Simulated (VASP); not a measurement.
Here is a VASP 6.6.1 calculation.

File INCAR:

```
PREC = Accurate
ENCUT = 600
EDIFF = 1E-7
ISMEAR = 1
SIGMA = 0.01
LREAL = F
LASPH = T
NELM = 200
ALGO = Normal
ISIF = 3
LWAVE = F
LCHARG = F
GGA = CA
IBRION = 2
NSW = 80
EDIFFG = -0.001
GGA_COMPAT = F
NELMIN = 4
LMAXMIX = 6
```

File KPOINTS:

```
Automatic mesh
0
Gamma
  10 10 10
```

POSCAR

```
YbH3
1.0
    0.0000000000      2.6049710000      2.6049710000
    2.6049710000      0.0000000000      2.6049710000
    2.6049710000      2.6049710000      0.0000000000
Yb H
1 3
Direct
    0.0000000000      0.0000000000      0.0000000000
    0.7500000000      0.7500000000      0.7500000000
    0.2500000000      0.2500000000      0.2500000000
    0.5000000000      0.5000000000      0.5000000000
```

Potentials or basis: VASP PAW PBE potentials, release 64 (Yb, H).

The run is started by

```sh
$ cat potpaw_PBE.64/Yb/POTCAR potpaw_PBE.64/H/POTCAR > POTCAR
$ mpirun -np 1 vasp_std > vasp.out
```

Task: Estimate the space group after relaxing (to 0.1 Å).

Result: Fm-3m (No. 225).

Task: Estimate the relaxed cell.

Result: a = 3.504 Å, b = 3.504 Å, c = 3.504 Å, α = 60.00°, β = 60.00°, γ = 60.00°.

Final structure:
```
CELL_PARAMETERS angstrom
0.00000 2.47769 2.47769
2.47769 0.00000 2.47769
2.47769 2.47769 0.00000
ATOMIC_POSITIONS crystal
Yb 0.00000 0.00000 0.00000
H 0.75000 0.75000 0.75000
H 0.25000 0.25000 0.25000
H 0.50000 0.50000 0.50000
```

Caveat: spin-orbit coupling is left out, which moves the levels of the heavy elements; an odd number of electrons without spin polarisation forces a metal; a magnetic or distorted state may lie lower. Spin polarisation is off, so any magnetic state and its effect on volume and gap are missing.
